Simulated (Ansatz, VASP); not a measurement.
C in VASP and in Ansatz

File INCAR:

```
SYSTEM = C
PREC     = Accurate       ! precision mode
ENCUT    = 520            ! plane-wave cutoff, eV
EDIFF    = 1E-6           ! SCF threshold, eV
ISMEAR   = 0              ! smearing method
SIGMA    = 0.05           ! smearing width, eV
LREAL    = .False.        ! projectors in reciprocal space
LASPH    = .True.         ! aspherical terms in the spheres
NELM     = 100            ! most SCF steps
ALGO     = Normal         ! electronic algorithm
ISIF     = 2              ! what is computed and relaxed
LWAVE    = .False.        ! write WAVECAR
LCHARG   = .True.         ! write CHGCAR
GGA      = PS             ! functional
LELF     = .True.         ! ELF
LVHAR    = .True.       
NBANDS   = 31             ! bands
```

Contents of KPOINTS:

```
regular mesh
0
Gamma
  11 7 3
  0 0 0
```

Contents of POSCAR:

```
C
1.0
   -2.1294220588     -1.2294315772      0.0088643343
    1.3950280734      0.0000000000     -3.6324024213
    4.6383344265     -8.8109263031      3.6072868074
C
10
Direct
    0.8222021784      0.1666290038      0.0666694635
    0.3888688450      0.3666290038      0.2666694635
   -0.0444644883      0.5666290038      0.4666694635
    0.5222021784      0.7666290038      0.6666694635
    0.0888688450      0.9666290038      0.8666694635
    0.6111311550      0.0333709962      0.9333305365
    0.3444644883      0.2333709962      0.1333305365
    0.9111311550      0.4333709962      0.3333305365
    0.4777978217      0.6333709962      0.5333305365
    0.0444644883      0.8333709962      0.7333305365
```

Input for Ansatz:

```yaml
crystal:
  lattice:
    - [-2.1294220588, -1.2294315772, 0.0088643343]
    - [1.3950280734, 0.0, -3.6324024213]
    - [4.6383344265, -8.8109263031, 3.6072868074]
  atoms:
    - { symbol: C, position: [0.8222021784, 0.1666290038, 0.0666694635] }
    - { symbol: C, position: [0.388868845, 0.3666290038, 0.2666694635] }
    - { symbol: C, position: [-0.0444644883, 0.5666290038, 0.4666694635] }
    - { symbol: C, position: [0.5222021784, 0.7666290038, 0.6666694635] }
    - { symbol: C, position: [0.088868845, 0.9666290038, 0.8666694635] }
    - { symbol: C, position: [0.611131155, 0.0333709962, 0.9333305365] }
    - { symbol: C, position: [0.3444644883, 0.2333709962, 0.1333305365] }
    - { symbol: C, position: [0.911131155, 0.4333709962, 0.3333305365] }
    - { symbol: C, position: [0.4777978217, 0.6333709962, 0.5333305365] }
    - { symbol: C, position: [0.0444644883, 0.8333709962, 0.7333305365] }
basis:
  ecutwfc: 420
kpoints:
  mp_grid: { grid: [11, 7, 3] }
hamiltonian:
  xc: pbesol
scf:
  occupations: { method: gaussian, width: 0.05 }
output:
  forces: true
  stress: true
  eigenvalues: true
```

Alike in both runs: task single point; functional PBEsol; k mesh 11 × 7 × 3; occupations gaussian, width 0.05 eV; no spin polarisation.

|  | VASP | Ansatz |
| --- | --- | --- |
| version | VASP 6.6.1 | Ansatz 0.2.0 |
| potentials or method | VASP PAW PBE potentials, release 64 (C), cutoff 520 eV | scalar-relativistic, plane waves, PAW |
| valence electrons in the cell | 40 | 40 |

VASP gave:

| Item | Value |
| --- | --- |
| gap on the k mesh at the Fermi level (eV) | 0.42 |
| least direct gap on the mesh (eV) | 0.42 |
| pressure (GPa) | 0.3 |
| traceless stress, the component that is largest in VASP (GPa) | 11.29 |
| rms of the force components (eV/Å) | 1.131 |

Q: Estimate Ansatz's values.

A: gap on the k mesh at the Fermi level (eV): 0.42; least direct gap on the mesh (eV): 0.42; pressure (GPa): -0.3; traceless stress, the component that is largest in VASP (GPa): 10.93; rms of the force components (eV/Å): 1.136.

VASP's potentials were made for PBE, not for PBEsol. Atom by atom the forces differ by 0.006 eV/Å (rms over components). The functional is the same, so the differences come from potentials, cutoffs and numerics.
